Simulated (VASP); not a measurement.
# C in VASP: notebook, part 3 of 3

VASP 6.6.1.

## (5) Single point, PBE

This run uses another cell than the first one, of 22.75 Å³/atom, 0.980 times its volume.

INCAR

```
SYSTEM = C
PREC     = Accurate       ! precision mode
ENCUT    = 520            ! plane-wave cutoff, eV
EDIFF    = 1E-7           ! SCF threshold, eV
ISMEAR   = -1             ! smearing method
SIGMA    = 0.05           ! smearing width, eV
LREAL    = .FALSE.        ! projectors in reciprocal space
LASPH    = .TRUE.         ! aspherical terms in the spheres
NELM     = 80             ! most SCF steps
ALGO     = Normal         ! electronic algorithm
ISIF     = 2              ! what is computed and relaxed
LWAVE    = .FALSE.        ! write WAVECAR
LCHARG   = .TRUE.         ! write CHGCAR
GGA      = PE             ! functional
LELF     = .TRUE.         ! ELF
LVHAR    = .TRUE.       
NBANDS   = 8              ! bands
```

KPOINTS

```
Automatic mesh
0
G
  6 6 20
  0 0 0
```

POSCAR

```
C
1.0
    4.2266109516      0.0000000000      0.0000000000
    0.0000000000      4.2266109516      0.0000000000
    0.0000000000      0.0000000000      1.2736837675
C
1
Direct
    0.5000000000      0.5000000000      0.5000000000
```

Potentials or basis: VASP PAW PBE potentials, release 64 (C).

Launch:

```
cat potpaw_PBE.64/C/POTCAR > POTCAR
mpirun -np 1 vasp_std > vasp.out
```

OUTCAR:

```text
SYSTEM = C
   PREC = Accurate
   ENCUT = 520
   EDIFF = 1E-7
   ISMEAR = -1
   LREAL = .FALSE.
   LASPH = .TRUE.
   NELM = 80
   ISIF = 2
   GGA = PE

 ion  position               nearest neighbor table
   1  0.500  0.500  0.500-

  LATTYP: Found a simple tetragonal cell.
 ALAT       =     4.2266109516
 C/A-ratio  =     0.3013487123

  Lattice vectors:

 A1 = (   4.2266109516,   0.0000000000,   0.0000000000)
 A2 = (   0.0000000000,   4.2266109516,   0.0000000000)
 A3 = (   0.0000000000,   0.0000000000,   1.2736837675)
[... 434 lines left out ...]
  band No.  band energies     occupation
      1     -17.4893      2.00000
      2      -6.4166      2.00000
      3      -5.9754      2.00000
      4       5.4148      0.00000
      5       5.5084      0.00000
      6       9.6739      0.00000
      7      12.7347      0.00000
      8      13.5327      0.00000

 [... further k-points ...]
[... 5 lines left out ...]
  --------------------------------------------------------------------------------------
  -------------------------------------------------------------------------------------
  Total       -0.0662509     -0.0662509      1.0265807      0.0000000     -0.0000000      0.0000000
  in kB       -4.6650478     -4.6650478     72.2865535      0.0000000     -0.0000000      0.0000000
  external PRESSURE =      20.9854860 kB  Pullay stress =       0.0000000 kB

 VOLUME and BASIS-vectors are now :
 -----------------------------------------------------------------------------
  energy-cutoff  :      520.00
  volume of cell :       22.75
      direct lattice vectors                 reciprocal lattice vectors
     4.226610952  0.000000000  0.000000000     0.236596179  0.000000000  0.000000000
     0.000000000  4.226610952  0.000000000     0.000000000  0.236596179  0.000000000
     0.000000000  0.000000000  1.273683767     0.000000000  0.000000000  0.785124240

 POSITION                                       TOTAL-FORCE (eV/Angst)
 -----------------------------------------------------------------------------------
      2.11331      2.11331      0.63684         0.000000      0.000000      0.000000
 -----------------------------------------------------------------------------------
    total drift:                                0.000000     -0.000000      0.000000

  FREE ENERGIE OF THE ION-ELECTRON SYSTEM (eV)
  ---------------------------------------------------
  free  energy   TOTEN  =        -8.2060426499 eV

  energy  without entropy=       -8.1995823520  energy(sigma->0) =       -8.20281250
```

stdout:

```text
POSCAR found type information on POSCAR C
 POSCAR found :  1 types and       1 ions
 scaLAPACK will be used
 LDA part: xc-table for (Slater+PW92), standard interpolation
 POSCAR, INCAR and KPOINTS ok, starting setup
 FFT: planning ... GRIDC
 FFT: planning ... GRID_SOFT
 FFT: planning ... GRID
 WAVECAR not read
 entering main loop
```

It took 6.4 s on 1 thread of AMD EPYC 9R45 (Zen 5), shared host; peak memory 0.1 GiB.

Results:

* Free energy: -8.2060 eV
* Pressure: 2.1 GPa
* Band gap on the k mesh: zero (band 2 reaches 7.68 eV, above the bottom of band 3 at -7.22 eV)

Stress tensor (GPa, compression positive):
```
-0.47  0.00  0.00
 0.00 -0.47  0.00
 0.00  0.00  7.23
```

## (6) Single point, PBE

This run uses another cell than the first one, of 23.68 Å³/atom, 1.020 times its volume.

INCAR

```
PREC = Accurate
ENCUT = 520
EDIFF = 1E-6
ISMEAR = -1
SIGMA = 0.05
LREAL = F
LASPH = T
NELM = 60
ALGO = Normal
ISIF = 2
LWAVE = F
LCHARG = F
GGA = PE
NBANDS = 8
```

KPOINTS

```
regular mesh
0
Gamma
  6 6 20
```

POSCAR

```
C
1.0
    4.2833507550      0.0000000000      0.0000000000
    0.0000000000      4.2833507550      0.0000000000
    0.0000000000      0.0000000000      1.2907822342
C
1
Direct
    0.5000000000      0.5000000000      0.5000000000
```

Potentials or basis: VASP PAW PBE potentials, release 64 (C).

Launch:

```
cat potpaw_PBE.64/C/POTCAR > POTCAR
mpirun -np 1 vasp_std > vasp.out
```

Wall time 5.7 s (1 thread of AMD EPYC 9R45 (Zen 5), shared host); peak memory 0.1 GiB.

The run converged. Its results:

| Property | Result |
| --- | --- |
| Free energy | -8.2070 eV |
| Pressure | -1.7 GPa |
| Band gap on the k mesh | zero (band 2 reaches 6.90 eV, above the bottom of band 3 at -7.22 eV) |

Stress tensor (GPa, compression positive):
```
-0.41  0.00  0.00
 0.00 -0.41  0.00
 0.00  0.00 -4.35
```

Levels at points of the mesh, in eV from the Fermi level:
```tsv
k point	band 1	band 2	band 3	band 4	band 5
(0.00, 0.00, 0.00)	-16.22	-5.06	-5.06	3.81	8.14
(0.50, 0.00, 0.00)	-16.18	-5.44	-5.03	6.25	6.26
(0.50, 0.50, 0.00)	-16.15	-5.38	-5.38	5.93	8.75
(0.00, 0.00, 0.50)	-8.98	8.24	11.01	11.01	23.33
(0.50, 0.00, 0.50)	-8.97	8.29	10.91	11.01	21.91
(0.50, 0.50, 0.50)	-8.97	8.35	10.92	10.92	22.23
```

## (7) The runs side by side

```tsv
cell	gap on the mesh (eV)	pressure (GPa)
a = 4.262, b = 4.302, c = 1.266 Å, angles 89.7, 90.8, 90.1°, 1 atom	none	3.8
a = 4.168, b = 4.168, c = 1.256 Å, 1 atom	none	6.7
a = 4.198, b = 4.198, c = 1.265 Å, 1 atom	none	4.3
a = 4.227, b = 4.227, c = 1.274 Å, 1 atom	none	2.1
a = 4.283, b = 4.283, c = 1.291 Å, 1 atom	none	-1.7
```

Alike in all rows: task single point; level PBE; potentials or basis VASP PAW PBE potentials, release 64 (C); no spin polarisation; k mesh 6 × 6 × 20; cutoff (eV) 520; smearing fermi-dirac 0.05 eV.

Total energies depend on the potentials used, so only differences within one code and one set of settings carry meaning.
